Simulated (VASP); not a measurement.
# AlN (Imm2) in VASP: further runs

Runs on AlN. Level: PBE. Tasks: single point.

All numbers are computed with VASP 6.6.1; they aren't measurements. Logs are shortened: lines on timing, memory, paths and dates and some standing lists are left out, and cuts for length are marked.

## Step 1: The cell of the first run

Symmetry: Imm2, No. 44, orthorhombic system. The conventional cell has a = 3.113 Å, b = 3.113 Å, c = 4.403 Å, α = 90.00°, β = 90.00°, γ = 90.00°. Al (site symmetry mm2) has 4 N at 1.86 to 1.96 Å within 2.5 Å. Within 2.5 Å of N (site symmetry mm2) lie 4 Al at 1.86 to 1.96 Å.

## Step 2: Single point, PBE

The input, INCAR:

```
ALGO = Normal ; EDIFF = 1E-6
ENCUT = 520 ; GGA = PE
ISIF = 2 ; ISMEAR = 0
LASPH = True ; LCHARG = False
LREAL = False ; LWAVE = False
NBANDS = 11 ; NELM = 60
PREC = Accurate ; SIGMA = 0.05
```

The input, KPOINTS:

```
k-points
0
Gamma
  10 10 10
```

The input, POSCAR:

```
AlN
1.0
    0.0000000000      2.2012588983      2.2012588983
    2.2012588983      0.0000000000      2.2012588983
    2.2012588983      2.2012588983      0.0000000000
Al N
1 1
Direct
   -0.0068627833      0.0068627833      0.0068627833
    0.7632197081      0.7367802919      0.7367802919
```

Potentials or basis: VASP PAW PBE potentials, release 64 (Al, N).

Command:

```sh
$ cat potpaw_PBE.64/Al/POTCAR potpaw_PBE.64/N/POTCAR > POTCAR
$ mpirun -np 1 vasp_std > vasp.out
```

OUTCAR:

```text
EDIFF = 1E-6
   ENCUT = 520
   GGA = PE
   ISIF = 2
   ISMEAR = 0
   LASPH = True
   LREAL = False
   NELM = 60
   PREC = Accurate

 ion  position               nearest neighbor table
   1  0.993  0.007  0.007-   2 1.86   2 1.86   2 1.96   2 1.96
   2  0.763  0.737  0.737-   1 1.86   1 1.86   1 1.96   1 1.96

  LATTYP: Found a face centered cubic cell.
 ALAT       =     4.4025177966

  Lattice vectors:

 A1 = (   0.0000000000,   2.2012588983,   2.2012588983)
 A2 = (   2.2012588983,   0.0000000000,   2.2012588983)
 A3 = (   2.2012588983,   2.2012588983,   0.0000000000)

Analysis of symmetry for initial positions (statically):
=====================================================================
 Subroutine PRICEL returns:
 Original cell was already a primitive cell.

 Routine SETGRP: Setting up the symmetry group for a
 face centered cubic supercell.

 Subroutine GETGRP returns: Found  4 space group operations
 (whereof  4 operations were pure point group operations)
 out of a pool of 48 trial point group operations.

The static configuration has the point symmetry C_2v.

Analysis of symmetry for dynamics (positions and initial velocities):
=====================================================================
 Subroutine PRICEL returns:
 Original cell was already a primitive cell.

 Routine SETGRP: Setting up the symmetry group for a
 face centered cubic supercell.

 Subroutine GETGRP returns: Found  4 space group operations
 (whereof  4 operations were pure point group operations)
 out of a pool of 48 trial point group operations.

The dynamic configuration has the point symmetry C_2v.

 Subroutine INISYM returns: Found  4 space group operations
 (whereof  4 operations are pure point group operations),
 and found     1 'primitive' translations

----------------------------------------------------------------------------------------

                                     Primitive cell

  volume of cell :      21.3326

  direct lattice vectors                    reciprocal lattice vectors
     0.000000000  2.201258898  2.201258898    -0.227142750  0.227142750  0.227142750
     2.201258898  0.000000000  2.201258898     0.227142750 -0.227142750  0.227142750
     2.201258898  2.201258898  0.000000000     0.227142750  0.227142750 -0.227142750

  length of vectors
     3.113050188  3.113050188  3.113050188     0.393422784  0.393422784  0.393422784

  position of ions in fractional coordinates (direct lattice)
     0.993137217  0.006862783  0.006862783
     0.763219708  0.736780292  0.736780292

  ion indices of the primitive-cell ions
   primitive index   ion index
                 1           1
                 2           2

----------------------------------------------------------------------------------------

 KPOINTS: k-points

Automatic generation of k-mesh.
 Grid dimensions read from file:
 generate k-points for:   10   10   10

 Generating k-lattice:

  Cartesian coordinates                     Fractional coordinates (reciprocal lattice)
    -0.022714275  0.022714275  0.022714275     0.100000000  0.000000000  0.000000000
     0.022714275 -0.022714275  0.022714275     0.000000000  0.100000000  0.000000000
     0.022714275  0.022714275 -0.022714275     0.000000000  0.000000000  0.100000000

  Length of vectors
     0.039342278  0.039342278  0.039342278

  Shift w.r.t. Gamma in fractional coordinates (k-lattice)
     0.000000000  0.000000000  0.000000000

 Subroutine IBZKPT returns following result:
 ===========================================

 Found    171 irreducible k-points:

 Following reciprocal coordinates:
            Coordinates               Weight
  0.000000  0.000000  0.000000      1.000000
  0.100000  0.000000  0.000000      4.000000
  0.000000  0.100000  0.000000      4.000000
  0.200000  0.000000  0.000000      4.000000
  0.000000  0.200000  0.000000      4.000000
  0.300000  0.000000  0.000000      4.000000
[... 16 lines left out ...]
  0.000000  0.400000  0.100000      4.000000
  0.100000  0.000000  0.400000      8.000000
 [... further k-points ...]
   k-points           NKPTS =    171   k-points in BZ     NKDIM =    171   number of bands    NBANDS=     11
   number of dos      NEDOS =    301   number of ions     NIONS =      2
   total plane-waves  NPLWV =  13824
   dimension x,y,z NGX =    24 NGY =   24 NGZ =   24
   dimension x,y,z NGXF=    48 NGYF=   48 NGZF=   48
   ions per type =               1   1
   NGX,Y,Z   is equivalent  to a cutoff of  12.82, 12.82, 12.82 a.u.
   NGXF,Y,Z  is equivalent  to a cutoff of  25.63, 25.63, 25.63 a.u.
 SYSTEM =  unknown system
   PREC   = accura    normal or accurate (medium, high low for compatibility)
   ISTART =      0    job   : 0-new  1-cont  2-samecut
   ICHARG =      2    charge: 1-file 2-atom 10-const
   ISPIN  =      1    spin polarized calculation?
   LNONCOLLINEAR =      F non collinear calculations
   LSORBIT =      F    spin-orbit coupling
[... 36 lines left out ...]
  energy-cutoff  :      520.00
  volume of cell :       21.33
 maximum number of plane-waves:       589
   NGX = 11   NGY = 11   NGZ = 11

 number of electron       7.9999999 magnetization

 Free energy of the ion-electron system (eV)
  ---------------------------------------------------
  ext. energy  EPLUGINS =         0.00000000
  ---------------------------------------------------
  free energy    TOTEN  =       -14.79405467 eV

  energy without entropy =      -14.79405467  energy(sigma->0) =      -14.79405467

 E-fermi :   6.1679     XC(G=0): -10.8303

 val. band max:        5.9701237478   @ k =   0.0000   0.0000   0.0000
 cond. band min:       9.0459953100   @ k =   0.5000   0.5000   0.0000
 fundamental gap:      3.0758715621
 Fermi energy:         6.1679387836

 k-point     1 :       0.0000    0.0000    0.0000
  band No.  band energies     occupation
      1      -9.0993      2.00000
      2       5.5081      2.00000
      3       5.7538      2.00000
      4       5.9701      2.00000
      5       9.7200      0.00000
      6      18.0445      0.00000
      7      18.0862      0.00000
      8      18.1131      0.00000
      9      23.1872      0.00000
     10      23.2388      0.00000
     11      24.2614      0.00000

 k-point     2 :       0.1000    0.0000    0.0000
  band No.  band energies     occupation
      1      -8.9578      2.00000
      2       5.0422      2.00000
      3       5.4591      2.00000
      4       5.7904      2.00000
      5      10.4152      0.00000
      6      17.6248      0.00000
      7      18.2075      0.00000
      8      18.2453      0.00000
      9      22.0647      0.00000
     10      22.0938      0.00000
     11      23.6754      0.00000

 k-point     3 :       0.0000    0.1000    0.0000
  band No.  band energies     occupation
      1      -8.9566      2.00000
      2       4.7919      2.00000
      3       5.6394      2.00000
      4       5.9161      2.00000
      5      10.3587      0.00000
      6      17.6583      0.00000
      7      18.1747      0.00000
      8      18.3153      0.00000
      9      21.9003      0.00000
     10      21.9675      0.00000
     11      23.9743      0.00000

 k-point     4 :       0.2000    0.0000    0.0000
  band No.  band energies     occupation
      1      -8.5554      2.00000
      2       3.4402      2.00000
      3       5.3368      2.00000
      4       5.6512      2.00000
      5      11.5647      0.00000
      6      16.8561      0.00000
      7      18.0353      0.00000
      8      18.2109      0.00000
      9      21.5398      0.00000
     10      21.6827      0.00000
     11      22.8332      0.00000
[... 239 lines left out ...]
 k-point    22 :       0.4000    0.1000    0.0000
  band No.  band energies     occupation
      1      -7.4794      2.00000
      2       1.0227      2.00000
      3       4.8276      2.00000
      4       5.1463      2.00000
      5      12.9359      0.00000
      6      15.1218      0.00000
      7      17.2105      0.00000
      8      17.5805      0.00000
      9      22.0963      0.00000
     10      24.1227      0.00000
     11      25.1962      0.00000

 k-point    23 :       0.0000    0.4000    0.1000
  band No.  band energies     occupation
      1      -7.4636      2.00000
      2       0.8790      2.00000
      3       4.9475      2.00000
      4       5.2837      2.00000
      5      12.8635      0.00000
      6      15.0716      0.00000
      7      17.3566      0.00000
      8      17.5408      0.00000
      9      21.9575      0.00000
     10      24.2593      0.00000
     11      25.0327      0.00000

 k-point    24 :       0.1000    0.0000    0.4000
  band No.  band energies     occupation
      1      -7.4618      2.00000
      2       0.8641      2.00000
      3       5.0246      2.00000
      4       5.2370      2.00000
      5      12.8198      0.00000
      6      15.1257      0.00000
      7      17.1764      0.00000
      8      17.7523      0.00000
      9      21.8188      0.00000
     10      24.4493      0.00000
     11      24.8556      0.00000

 [... further k-points ...]

------------------------ aborting loop because EDIFF is reached ----------------------------------------

  FORCE on cell =-STRESS in cart. coord.  units (eV):
  Direction    XX          YY          ZZ          XY          YZ          ZX
  --------------------------------------------------------------------------------------
  -------------------------------------------------------------------------------------
  Total       -0.0272937      0.1546827      0.1546827      0.0000000     -0.7195274      0.0000000
  in kB       -2.0498822     11.6174023     11.6174023      0.0000000    -54.0399022      0.0000000
  external PRESSURE =       7.0616408 kB  Pullay stress =       0.0000000 kB

 VOLUME and BASIS-vectors are now :
 -----------------------------------------------------------------------------
  energy-cutoff  :      520.00
  volume of cell :       21.33
      direct lattice vectors                 reciprocal lattice vectors
     0.000000000  2.201258898  2.201258898    -0.227142750  0.227142750  0.227142750
     2.201258898  0.000000000  2.201258898     0.227142750 -0.227142750  0.227142750
     2.201258898  2.201258898  0.000000000     0.227142750  0.227142750 -0.227142750

 POSITION                                       TOTAL-FORCE (eV/Angst)
 -----------------------------------------------------------------------------------
      0.03021      2.20126      2.20126        -1.203111      0.000000      0.000000
      3.24369      3.30189      3.30189         1.203111     -0.000000     -0.000000
 -----------------------------------------------------------------------------------
    total drift:                                0.000099     -0.000000      0.000000

  FREE ENERGIE OF THE ION-ELECTRON SYSTEM (eV)
  ---------------------------------------------------
  free  energy   TOTEN  =       -14.7940546724 eV

  energy  without entropy=      -14.7940546724  energy(sigma->0) =      -14.79405467
```

Wall time 9.8 s (1 thread of Intel Xeon 6975P-C (Granite Rapids), shared host); peak memory 0.15 GiB.

What came out:

* Free energy: -14.7941 eV
* Pressure: 0.7 GPa
* Largest force: 1.203 eV/Å
* Band gap on the k mesh: 3.08 eV, indirect (least direct gap 3.75 eV)

Forces in eV/Å, atoms in the order of the input:
```
Al  -1.203  0.000  0.000
N    1.203  0.000  0.000
```

Stress tensor (GPa, compression positive):
```
-0.20  0.00  0.00
 0.00  1.16 -5.40
 0.00 -5.40  1.16
```

Caveat: forces of over 1 eV/Å act on the atoms, so gaps and moduli don't describe the material at rest. Expect the measured gap to be larger: semilocal functionals such as PBE lack the derivative discontinuity.

## Step 3: Single point, PBE

The input, INCAR:

```
ALGO = Normal
EDIFF = 1E-7
ENCUT = 520
GGA = PE
ISIF = 2
ISMEAR = 0
LASPH = True
LCHARG = False
LREAL = False
LWAVE = False
NBANDS = 11
NELM = 100
PREC = Accurate
SIGMA = 0.05
```

KPOINTS is that of step 2.

The input, POSCAR:

```
AlN
1.0
    0.0000000000      2.2012588983      2.2012588983
    2.2012588983      0.0000000000      2.2012588983
    2.2012588983      2.2012588983      0.0000000000
Al N
1 1
Direct
   -0.0022875944      0.0022875944      0.0022875944
    0.7544065694      0.7455934306      0.7455934306
```

Potentials or basis: VASP PAW PBE potentials, release 64 (Al, N).

Command:

```sh
$ cat potpaw_PBE.64/Al/POTCAR potpaw_PBE.64/N/POTCAR > POTCAR
$ mpirun -np 1 vasp_std > vasp.out
```

Wall time 9.9 s (1 thread of Intel Xeon 6975P-C (Granite Rapids), shared host); peak memory 0.16 GiB.

Results (log left out):

```
Free energy            : -14.8415 eV
Pressure               : -0.1 GPa
Largest force          : 0.404 eV/Å
Band gap on the k mesh : 3.23 eV, indirect (least direct gap 3.91 eV)
```

Forces in eV/Å, atoms in the order of the input:
```
Al  -0.404  0.000  0.000
N    0.404  0.000  0.000
```

Stress tensor (GPa, compression positive):
```
-0.20  0.00  0.00
 0.00 -0.05 -1.78
 0.00 -1.78 -0.05
```

Levels at points of the mesh, in eV from the valence-band top:
| k point | band 2 | band 3 | band 4 | band 5 | band 6 | band 7 |
| --- | --- | --- | --- | --- | --- | --- |
| (0.00, 0.00, 0.00) | -0.15 | -0.08 | 0.00 | 3.91 | 12.24 | 12.25 |
| (0.50, 0.00, 0.00) | -5.81 | -0.62 | -0.53 | 7.10 | 9.64 | 10.87 |
| (0.00, 0.50, 0.00) | -5.86 | -0.57 | -0.48 | 7.07 | 9.61 | 10.90 |
| (0.50, 0.50, 0.00) | -4.91 | -1.82 | -1.82 | 3.23 | 8.39 | 13.56 |
| (0.00, 0.50, 0.50) | -4.91 | -1.88 | -1.77 | 3.23 | 8.40 | 13.56 |

A k mesh can miss the band edges. PBE gaps usually lie below the measured ones, often by a third to a half.

## Step 4: Single point, PBE

The input, INCAR:

```
SYSTEM = AlN
PREC     = Accurate       ! precision mode
ENCUT    = 520            ! plane-wave cutoff, eV
EDIFF    = 1E-6           ! SCF threshold, eV
ISMEAR   = 0              ! smearing method
SIGMA    = 0.05           ! smearing width, eV
LREAL    = .FALSE.        ! projectors in reciprocal space
LASPH    = .TRUE.         ! aspherical terms in the spheres
NELM     = 100            ! most SCF steps
ALGO     = Normal         ! electronic algorithm
ISIF     = 2              ! what is computed and relaxed
LWAVE    = .FALSE.        ! write WAVECAR
LCHARG   = .FALSE.        ! write CHGCAR
GGA      = PE             ! functional
NBANDS   = 11             ! bands
```

The input, KPOINTS:

```
Automatic mesh
0
G
  10 10 10
  0 0 0
```

The input, POSCAR:

```
AlN
1.0
    0.0000000000      2.2012588983      2.2012588983
    2.2012588983      0.0000000000      2.2012588983
    2.2012588983      2.2012588983      0.0000000000
Al N
1 1
Direct
   -0.0045751888      0.0045751888      0.0045751888
    0.7588131387      0.7411868613      0.7411868613
```

Command:

```sh
$ cat potpaw_PBE.64/Al/POTCAR potpaw_PBE.64/N/POTCAR > POTCAR
$ mpirun -np 1 vasp_std > vasp.out
```

It took 44 s on 1 thread of AMD EPYC 7R13 (Zen 3), shared host; peak memory 0.13 GiB.

Results (log left out):

```yaml
Free_energy: -14.8237 eV
Pressure: 0.2 GPa
Largest_force: 0.805 eV/Å
Band_gap_on_the_k_mesh: 3.15 eV, indirect (least direct gap 3.83 eV)
```

Forces on the atoms (eV/Å):
```
Al  -0.805  0.000  0.000
N    0.805  0.000  0.000
```

Stress tensor (GPa, compression positive):
```
-0.20  0.00  0.00
 0.00  0.40 -3.58
 0.00 -3.58  0.40
```

Levels at points of the mesh, in eV from the valence-band top:
```
           k point  band 1  band 2  band 3  band 4  band 5  band 6  band 7  band 8  band 9
(0.00, 0.00, 0.00)  -15.00   -0.31   -0.15    0.00    3.83   12.16   12.18   12.20   17.32
(0.50, 0.00, 0.00)  -13.03   -5.86   -0.77   -0.58    7.03    9.58   10.76   10.90   17.49
(0.00, 0.50, 0.00)  -13.01   -5.95   -0.67   -0.49    6.98    9.51   10.79   10.96   17.51
(0.50, 0.50, 0.00)  -12.41   -4.98   -1.90   -1.89    3.15    8.30   13.47   15.30   15.31
(0.00, 0.50, 0.50)  -12.41   -4.98   -2.01   -1.79    3.16    8.32   13.47   15.27   15.31
```

A k mesh can miss the band edges. A hybrid or GW would open this gap; PBE tends to underestimate it.

## Step 5: Single point, PBE

The input, INCAR:

```
  ALGO = Normal
  EDIFF = 1E-7
  ENCUT = 520
  GGA = PE
  ISIF = 2
  ISMEAR = 0
  LASPH = T
  LCHARG = F
  LREAL = F
  LWAVE = F
  NBANDS = 11
  NELM = 100
  PREC = Accurate
  SIGMA = 0.05
```

The input, KPOINTS:

```
k-points
0
Gamma
  10 10 10
```

The input, POSCAR:

```
AlN
1.0
    0.0000000000      2.2012588983      2.2012588983
    2.2012588983      0.0000000000      2.2012588983
    2.2012588983      2.2012588983      0.0000000000
Al N
1 1
Direct
   -0.0091503777      0.0091503777      0.0091503777
    0.7676262774      0.7323737226      0.7323737226
```

Command:

```sh
$ cat potpaw_PBE.64/Al/POTCAR potpaw_PBE.64/N/POTCAR > POTCAR
$ mpirun -np 1 vasp_std > vasp.out
```

Run time: 56 s. Hardware: 1 thread of AMD EPYC 7R13 (Zen 3), shared host; peak memory 0.13 GiB.

Results (log left out):

* Free energy: -14.7528 eV
* Pressure: 1.4 GPa
* Largest force: 1.594 eV/Å
* Band gap on the k mesh: 3.00 eV, indirect (least direct gap 3.67 eV)

Forces on the atoms (eV/Å):
```
Al  -1.594  0.000  0.000
N    1.594  0.000  0.000
```

Stress tensor (GPa, compression positive):
```
-0.21  0.00  0.00
 0.00  2.22 -7.28
 0.00 -7.28  2.22
```

Levels at points of the mesh, in eV from the valence-band top:
```csv
k point,band 1,band 2,band 3,band 4,band 5,band 6,band 7,band 8
"(0.00, 0.00, 0.00)",-15.14,-0.61,-0.28,0.00,3.67,12.00,12.06,12.09
"(0.50, 0.00, 0.00)",-13.18,-5.95,-1.06,-0.66,6.89,9.44,10.56,10.81
"(0.00, 0.50, 0.00)",-13.15,-6.14,-0.84,-0.51,6.78,9.30,10.60,10.95
"(0.50, 0.50, 0.00)",-12.55,-5.13,-2.03,-2.01,3.00,8.09,13.27,15.18
"(0.00, 0.50, 0.50)",-12.55,-5.12,-2.27,-1.84,3.03,8.19,13.27,15.11
```

Caveat: forces of over 1 eV/Å act on the atoms, so gaps and moduli don't describe the material at rest. A k mesh can miss the band edges.

## Step 6: Single point, PBE

This run uses another cell than the first one, of 10.93 Å³/atom, 1.025 times its volume.

The input, INCAR:

```
SYSTEM = AlN
PREC     = Accurate       ! precision mode
ENCUT    = 520            ! plane-wave cutoff, eV
EDIFF    = 1E-6           ! SCF threshold, eV
ISMEAR   = 0              ! smearing method
SIGMA    = 0.05           ! smearing width, eV
LREAL    = .False.        ! projectors in reciprocal space
LASPH    = .True.         ! aspherical terms in the spheres
NELM     = 80             ! most SCF steps
ALGO     = Normal         ! electronic algorithm
ISIF     = 2              ! what is computed and relaxed
LWAVE    = .False.        ! write WAVECAR
LCHARG   = .False.        ! write CHGCAR
GGA      = PE             ! functional
NBANDS   = 11             ! bands
```

The input, KPOINTS:

```
regular mesh
0
Gamma
  10 10 10
  0 0 0
```

The input, POSCAR:

```
AlN
1.0
    0.0000000000      2.2195293472      2.2195293472
    2.2195293472      0.0000000000      2.2195293472
    2.2195293472      2.2195293472      0.0000000000
Al N
1 1
Direct
   -0.0022875944      0.0022875944      0.0022875944
    0.7544065694      0.7455934306      0.7455934306
```

Potentials or basis: VASP PAW PBE potentials, release 64 (Al, N).

Command:

```sh
$ cat potpaw_PBE.64/Al/POTCAR potpaw_PBE.64/N/POTCAR > POTCAR
$ mpirun -np 1 vasp_std > vasp.out
```

It took 48 s on 1 thread of AMD EPYC 7R13 (Zen 3), shared host; peak memory 0.13 GiB.

The run converged. Its results:

- Free energy: -14.8337 eV
- Pressure: -4.7 GPa
- Largest force: 0.379 eV/Å
- Band gap on the k mesh: 3.21 eV, indirect (least direct gap 3.70 eV)

Forces in eV/Å, atoms in the order of the input:
```
Al  -0.379  0.000  0.000
N    0.379  0.000  0.000
```

Stress tensor (GPa, compression positive):
```
-4.76  0.00  0.00
 0.00 -4.62 -1.48
 0.00 -1.48 -4.62
```

Levels at points of the mesh, in eV from the valence-band top:
```
           k point  band 2  band 3  band 4  band 5  band 6  band 7
(0.00, 0.00, 0.00)   -0.15   -0.08    0.00    3.70   12.00   12.01
(0.50, 0.00, 0.00)   -5.70   -0.62   -0.53    6.88    9.47   10.72
(0.00, 0.50, 0.00)   -5.76   -0.57   -0.48    6.85    9.44   10.74
(0.50, 0.50, 0.00)   -4.84   -1.80   -1.80    3.21    8.24   13.24
(0.00, 0.50, 0.50)   -4.83   -1.85   -1.74    3.22    8.24   13.24
```

A k mesh can miss the band edges.
